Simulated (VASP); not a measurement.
# Sr (P6_3/mmc) in VASP: further runs, part 2 of 3

VASP 6.6.1. The steps go on from the part before.

## Step 3: Electric field gradients, PBE

INCAR

```
PREC = Accurate
ENCUT = 520
EDIFF = 1E-8
ISMEAR = -1
SIGMA = 0.08
LREAL = F
LASPH = T
NELM = 80
ALGO = Normal
ISIF = 2
LWAVE = F
LCHARG = F
GGA = PE
LEFG = T
NBANDS = 17
```

KPOINTS

```
Automatic mesh
0
Gamma
  11 11 6
```

POSCAR

```
Sr
1.0
    4.2696216180      0.0000000000      0.0000000000
   -2.1348108090      3.6976007857      0.0000000000
    0.0000000000      0.0000000000      6.9986822818
Sr
2
Direct
    0.3333333333      0.6666666667      0.2500000000
    0.6666666667      0.3333333333      0.7500000000
```

Potentials or basis: VASP PAW PBE potentials, release 64 (Sr_sv).

Run with:

```sh
$ cat potpaw_PBE.64/Sr_sv/POTCAR > POTCAR
$ mpirun -np 1 vasp_std > vasp.out
```

OUTCAR:

```text
PREC = Accurate
   ENCUT = 520
   EDIFF = 1E-8
   ISMEAR = -1
   LREAL = F
   LASPH = T
   NELM = 80
   ISIF = 2
   GGA = PE

 ion  position               nearest neighbor table
   1  0.333  0.667  0.250-   2 4.28   2 4.28   2 4.28   2 4.28   2 4.28   2 4.28
   2  0.667  0.333  0.750-   1 4.28   1 4.28   1 4.28   1 4.28   1 4.28   1 4.28

  LATTYP: Found a hexagonal cell.
 ALAT       =     4.2696216180
 C/A-ratio  =     1.6391809176

  Lattice vectors:

 A1 = (   4.2696216180,   0.0000000000,   0.0000000000)
 A2 = (  -2.1348108090,   3.6976007857,   0.0000000000)
 A3 = (   0.0000000000,   0.0000000000,   6.9986822818)

Analysis of symmetry for initial positions (statically):
=====================================================================
 Subroutine PRICEL returns:
 Original cell was already a primitive cell.

 Routine SETGRP: Setting up the symmetry group for a
 hexagonal supercell.

 Subroutine GETGRP returns: Found 24 space group operations
 (whereof 12 operations were pure point group operations)
 out of a pool of 24 trial point group operations.

The static configuration has the point symmetry D_3d.
 The point group associated with its full space group is D_6h.

Analysis of symmetry for dynamics (positions and initial velocities):
=====================================================================
 Subroutine PRICEL returns:
 Original cell was already a primitive cell.

 Routine SETGRP: Setting up the symmetry group for a
 hexagonal supercell.

 Subroutine GETGRP returns: Found 24 space group operations
 (whereof 12 operations were pure point group operations)
 out of a pool of 24 trial point group operations.

[... 153 lines left out ...]
 fundamental gap:      0.0442145673
 Fermi energy:         1.5674513486

 k-point     1 :       0.0000    0.0000    0.0000
  band No.  band energies     occupation
      1     -35.0521      2.00000
      2     -35.0388      2.00000
      3     -17.1290      2.00000
      4     -16.9683      2.00000
      5     -16.9683      2.00000
      6     -16.9424      2.00000
[... 457 lines left out ...]
      4     -17.0284      2.00000
      5     -17.0208      2.00000
      6     -16.9872      2.00000
[... 9 lines left out ...]
     16       4.5569      0.00000
     17       4.7874      0.00000

 [... further k-points ...]
[... 5 lines left out ...]
  --------------------------------------------------------------------------------------
  -------------------------------------------------------------------------------------
  Total        0.0098574      0.0098574      0.0150808     -0.0000000      0.0000000      0.0000000
  in kB        0.1429373      0.1429373      0.2186799     -0.0000000      0.0000000      0.0000000
  external PRESSURE =       0.1681848 kB  Pullay stress =       0.0000000 kB

 VOLUME and BASIS-vectors are now :
 -----------------------------------------------------------------------------
  energy-cutoff  :      520.00
  volume of cell :      110.49
      direct lattice vectors                 reciprocal lattice vectors
     4.269621618  0.000000000  0.000000000     0.234212792  0.135222819  0.000000000
    -2.134810809  3.697600786  0.000000000     0.000000000  0.270445637  0.000000000
     0.000000000  0.000000000  6.998682282     0.000000000  0.000000000  0.142884040

 POSITION                                       TOTAL-FORCE (eV/Angst)
 -----------------------------------------------------------------------------------
     -0.00000      2.46507      1.74967         0.000000     -0.000000      0.000000
      2.13481      1.23253      5.24901        -0.000000      0.000000      0.000000
 -----------------------------------------------------------------------------------
    total drift:                               -0.000000      0.000000     -0.000000

  FREE ENERGIE OF THE ION-ELECTRON SYSTEM (eV)
  ---------------------------------------------------
  free  energy   TOTEN  =        -3.2969631356 eV

  energy  without entropy=       -3.2403839385  energy(sigma->0) =       -3.26867354

 Electric field gradients (V/A^2)
---------------------------------------------------------------------
 ion       V_xx      V_yy      V_zz      V_xy      V_xz      V_yz
---------------------------------------------------------------------
   1       1.950     1.950    -3.900     0.000     0.000    -0.000
   2       1.950     1.950    -3.900     0.000    -0.000     0.000
---------------------------------------------------------------------

 Electric field gradients after diagonalization (V/A^2)
 (convention: |V_zz| > |V_xx| > |V_yy|)
----------------------------------------------------------------------
 ion       V_xx      V_yy      V_zz     asymmetry (V_yy - V_xx)/ V_zz
----------------------------------------------------------------------
   1       1.950     1.950    -3.900       0.000
   2       1.950     1.950    -3.900       0.000
----------------------------------------------------------------------

           NMR quadrupolar parameters

 Cq : quadrupolar parameter    Cq=e*Q*V_zz/h
 eta: asymmetry parameters     (V_yy - V_xx)/ V_zz
 Q  : nuclear electric quadrupole moment in mb (millibarn)
----------------------------------------------------------------------
 ion       Cq(MHz)       eta       Q (mb)
----------------------------------------------------------------------
   1      -0.009       0.000       1.000
   2      -0.009       0.000       1.000
----------------------------------------------------------------------
```

Run time: 42 s. Hardware: 1 thread of Intel Xeon 6975P-C (Granite Rapids), shared host; peak memory 0.27 GiB.

What came out:

```yaml
Free_energy: -3.2970 eV
Pressure: 0.0 GPa
Band_gap_on_the_k_mesh: zero (band 10 reaches 1.68 eV, above the bottom of band 11 at 1.57 eV)
```

Electric field gradients, principal values (V/Å²):
```
atom  least  middle  greatest (by size)
1 Sr  1.950   1.950              -3.900
2 Sr  1.950   1.950              -3.900
```

Caveat: without QUAD_EFG the Cq values of the log hold for a quadrupole moment of 1 mb, not for the nuclei.

## Step 4: Electric field gradients, PBE (volume scaled by 1.02)

INCAR: that of step 3 with these lines changed.

```diff
@@ -7,3 +7,3 @@
 LASPH = T
-NELM = 80
+NELM = 100
 ALGO = Normal
```

KPOINTS

```
regular mesh
0
Gamma
  11 11 6
```

POSCAR

```
Sr
1.0
    4.2978980819      0.0000000000      0.0000000000
   -2.1489490409      3.7220889218      0.0000000000
    0.0000000000      0.0000000000      7.0450325218
Sr
2
Direct
    0.3333333333      0.6666666667      0.2500000000
    0.6666666667      0.3333333333      0.7500000000
```

Potentials or basis: VASP PAW PBE potentials, release 64 (Sr_sv).

Run with:

```sh
$ cat potpaw_PBE.64/Sr_sv/POTCAR > POTCAR
$ mpirun -np 1 vasp_std > vasp.out
```

OUTCAR:

```text
PREC = Accurate
   ENCUT = 520
   EDIFF = 1E-8
   ISMEAR = -1
   LREAL = F
   LASPH = T
   NELM = 100
   ISIF = 2
   GGA = PE

 ion  position               nearest neighbor table
   1  0.333  0.667  0.250-   2 4.31   2 4.31   2 4.31   2 4.31   2 4.31   2 4.31
   2  0.667  0.333  0.750-   1 4.31   1 4.31   1 4.31   1 4.31   1 4.31   1 4.31

  LATTYP: Found a hexagonal cell.
 ALAT       =     4.2978980819
 C/A-ratio  =     1.6391809176

  Lattice vectors:

 A1 = (   4.2978980819,   0.0000000000,   0.0000000000)
 A2 = (  -2.1489490409,   3.7220889218,   0.0000000000)
 A3 = (   0.0000000000,   0.0000000000,   7.0450325218)

Analysis of symmetry for initial positions (statically):
=====================================================================
 Subroutine PRICEL returns:
 Original cell was already a primitive cell.

 Routine SETGRP: Setting up the symmetry group for a
[... 671 lines left out ...]
  energy-cutoff  :      520.00
  volume of cell :      112.70
      direct lattice vectors                 reciprocal lattice vectors
     4.297898082  0.000000000  0.000000000     0.232671874  0.134333169  0.000000000
    -2.148949041  3.722088922  0.000000000     0.000000000  0.268666338  0.000000000
     0.000000000  0.000000000  7.045032522     0.000000000  0.000000000  0.141943986

 POSITION                                       TOTAL-FORCE (eV/Angst)
 -----------------------------------------------------------------------------------
     -0.00000      2.48139      1.76126        -0.000000      0.000000      0.000000
      2.14895      1.24070      5.28377         0.000000     -0.000000      0.000000
 -----------------------------------------------------------------------------------
    total drift:                               -0.000000      0.000000     -0.000000

  FREE ENERGIE OF THE ION-ELECTRON SYSTEM (eV)
  ---------------------------------------------------
  free  energy   TOTEN  =        -3.2957425440 eV

  energy  without entropy=       -3.2390873703  energy(sigma->0) =       -3.26741496

 Electric field gradients (V/A^2)
---------------------------------------------------------------------
 ion       V_xx      V_yy      V_zz      V_xy      V_xz      V_yz
---------------------------------------------------------------------
   1       1.958     1.958    -3.916     0.000     0.000    -0.000
   2       1.958     1.958    -3.916     0.000    -0.000     0.000
---------------------------------------------------------------------

 Electric field gradients after diagonalization (V/A^2)
 (convention: |V_zz| > |V_xx| > |V_yy|)
----------------------------------------------------------------------
 ion       V_xx      V_yy      V_zz     asymmetry (V_yy - V_xx)/ V_zz
----------------------------------------------------------------------
   1       1.958     1.958    -3.916       0.000
   2       1.958     1.958    -3.916       0.000
----------------------------------------------------------------------

           NMR quadrupolar parameters

 Cq : quadrupolar parameter    Cq=e*Q*V_zz/h
 eta: asymmetry parameters     (V_yy - V_xx)/ V_zz
 Q  : nuclear electric quadrupole moment in mb (millibarn)
----------------------------------------------------------------------
 ion       Cq(MHz)       eta       Q (mb)
----------------------------------------------------------------------
   1      -0.009       0.000       1.000
   2      -0.009       0.000       1.000
----------------------------------------------------------------------
```

OSZICAR:

```text
N       E                     dE             d eps       ncg     rms          rms(c)
DAV:   1     0.105655918078E+03    0.10566E+03   -0.93483E+03  2176   0.986E+02
DAV:   2     0.520040164146E+01   -0.10046E+03   -0.99041E+02  2791   0.224E+02
DAV:   3    -0.307141419061E+01   -0.82718E+01   -0.82435E+01  3982   0.462E+01
DAV:   4    -0.328627073646E+01   -0.21486E+00   -0.21472E+00  2985   0.661E+00
DAV:   5    -0.329029926470E+01   -0.40285E-02   -0.40280E-02  3450   0.776E-01    0.158E+01
DAV:   6    -0.329326036478E+01   -0.29611E-02   -0.14590E-02  2947   0.122E+00    0.890E+00
DAV:   7    -0.329557835725E+01   -0.23180E-02   -0.23810E-02  2540   0.157E+00    0.435E-01
DAV:   8    -0.329565900242E+01   -0.80645E-04   -0.32904E-03  3520   0.285E-01    0.146E-01
DAV:   9    -0.329571002036E+01   -0.51018E-04   -0.12383E-04  3071   0.584E-02    0.461E-02
DAV:  10    -0.329574450801E+01   -0.34488E-04   -0.19540E-05  2763   0.348E-02    0.265E-02
DAV:  11    -0.329574320853E+01    0.12995E-05   -0.99160E-07  3678   0.686E-03    0.493E-03
DAV:  12    -0.329574208691E+01    0.11216E-05   -0.45474E-07  2778   0.453E-03    0.224E-03
DAV:  13    -0.329574251153E+01   -0.42462E-06   -0.36948E-08  2784   0.127E-03    0.402E-04
DAV:  14    -0.329574254999E+01   -0.38468E-07   -0.20604E-09  1905   0.263E-04    0.681E-04
DAV:  15    -0.329574254404E+01    0.59563E-08   -0.53307E-10  1727   0.148E-04
   1 F= -.32957425E+01 E0= -.32674150E+01  d E =-.566552E-01
```

Wall time 40 s (1 thread of Intel Xeon 6975P-C (Granite Rapids), shared host); peak memory 0.28 GiB.

Results:

```yaml
Free_energy: -3.2957 eV
Pressure: -0.2 GPa
Band_gap_on_the_k_mesh: zero (band 10 reaches 1.62 eV, above the bottom of band 11 at 1.50 eV)
```

Electric field gradients, principal values (V/Å²):
```csv
atom,least,middle,greatest (by size)
1 Sr,1.958,1.958,-3.916
2 Sr,1.958,1.958,-3.916
```

Caveat: without QUAD_EFG the Cq values of the log hold for a quadrupole moment of 1 mb, not for the nuclei.

(Continued in part 3 of 3.)
